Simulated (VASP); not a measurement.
Wanted: the native input for a VASP 6.6.1 run.

- Task: relaxation of cell and atoms
- Functional: PBE
- Potentials or basis: VASP PAW PBE potentials, release 64 (Ag)
- Cutoff: 600 eV
- k mesh: 18 × 18 × 7
- Occupations: gaussian, width 0.1 eV
- Spin: no spin polarisation
- Dipole correction: no
- Further INCAR settings: ALGO = Fast; EDIFF = 1e-06; IBRION = 2; EDIFFG = -0.01; NSW = 65; ISIF = 3

The structure of Ag lies in POSCAR:

```
Ag
1.0
    2.9342503774      0.0000000000      0.0000000000
   -1.4671251887      2.5411353679      0.0000000000
    0.0000000000      0.0000000000      7.1993786025
Ag
3
Direct
    0.0000000000      0.0000000000      0.0000000000
    0.3333333333      0.6666666667      0.3333333333
    0.6666666667      0.3333333333      0.6666666667
```

The input as run:

INCAR

```
SYSTEM = Ag
PREC     = Accurate       ! precision mode
ENCUT    = 600            ! plane-wave cutoff, eV
EDIFF    = 1E-6           ! SCF threshold, eV
ISMEAR   = 0              ! smearing method
SIGMA    = 0.1            ! smearing width, eV
LREAL    = .False.        ! projectors in reciprocal space
LASPH    = .True.         ! aspherical terms in the spheres
NELM     = 60             ! most SCF steps
ALGO     = Fast           ! electronic algorithm
ISIF     = 3              ! what is computed and relaxed
LWAVE    = .False.        ! write WAVECAR
LCHARG   = .False.        ! write CHGCAR
GGA      = PE             ! functional
IBRION   = 2              ! ionic algorithm
NSW      = 65             ! ionic steps
EDIFFG   = -0.01          ! ionic threshold
```

KPOINTS

```
Automatic mesh
0
Gamma
  18 18 7
  0 0 0
```

Potentials or basis: VASP PAW PBE potentials, release 64 (Ag).

Run with:

```bash
$ cat potpaw_PBE.64/Ag/POTCAR > POTCAR
$ mpirun -np 1 vasp_std > vasp.out
```

It gave:

- Relaxed volume: 17.80 Å³/atom
- Relaxed cell: a = 2.934 Å, b = 2.934 Å, c = 7.164 Å, α = 90.00°, β = 90.00°, γ = 120.00°
- Space group after relaxing (to 0.1 Å): Fm-3m (No. 225)
- Energy gained by relaxing: 0.2 meV/atom
- Ionic steps: 5
- Pressure after relaxing: 0.1 GPa
- Band gap on the k mesh: zero (an odd number of electrons rules out a gap without spin polarisation)

Wall time 11 min on 1 thread of Intel(R) Xeon(R) Platinum 8488C (Sapphire Rapids), with other jobs on the host, peak memory 0.37 GiB.
